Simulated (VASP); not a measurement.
A run of VASP 6.6.1 is set up as follows.

The input INCAR:

```
PREC = Accurate ; ENCUT = 600
EDIFF = 1E-6 ; ISMEAR = 0
SIGMA = 0.02 ; LREAL = F
LASPH = T ; NELM = 100
ALGO = Normal ; ISIF = 3
LWAVE = F ; LCHARG = F
GGA = PE ; IBRION = 2
NSW = 100 ; EDIFFG = -0.005
```

Contents of KPOINTS:

```
Automatic mesh
0
Gamma
  8 8 6
```

Contents of POSCAR:

```
PbS
1.0
    2.0909921722     -6.0561769989      0.0000000000
    2.0909921722      6.0561769989      0.0000000000
    0.0000000000      0.0000000000      4.3307690911
Pb S
2 2
Direct
    0.8665043886      0.1334956114      0.7500000000
    0.1334956114      0.8665043886      0.2500000000
    0.6435251135      0.3564748865      0.7500000000
    0.3564748865      0.6435251135      0.2500000000
```

Potentials or basis: VASP PAW PBE potentials, release 64 (Pb_d, S).

Command:

```console
$ cat potpaw_PBE.64/Pb_d/POTCAR potpaw_PBE.64/S/POTCAR > POTCAR
$ mpirun -np 1 vasp_std > vasp.out
```

Question: Predict the relaxed cell.

Answer: a = 6.458 Å, b = 6.458 Å, c = 4.298 Å, α = 90.00°, β = 90.00°, γ = 142.12°.

Question: Predict the relaxed volume.

Answer: 27.51 Å³/atom.

Question: What does it give for the space group after relaxing (to 0.05 Å)?

Answer: Cmcm (No. 63).

Final structure:
```yaml
crystal:
  lattice:
    - [2.09587, -6.10803, 0.00000]
    - [2.09587, 6.10803, 0.00000]
    - [0.00000, 0.00000, 4.29826]
  atoms:
    - { symbol: Pb, position: [0.86672, 0.13328, 0.75000] }
    - { symbol: Pb, position: [0.13328, 0.86672, 0.25000] }
    - { symbol: S, position: [0.64506, 0.35494, 0.75000] }
    - { symbol: S, position: [0.35494, 0.64506, 0.25000] }
```
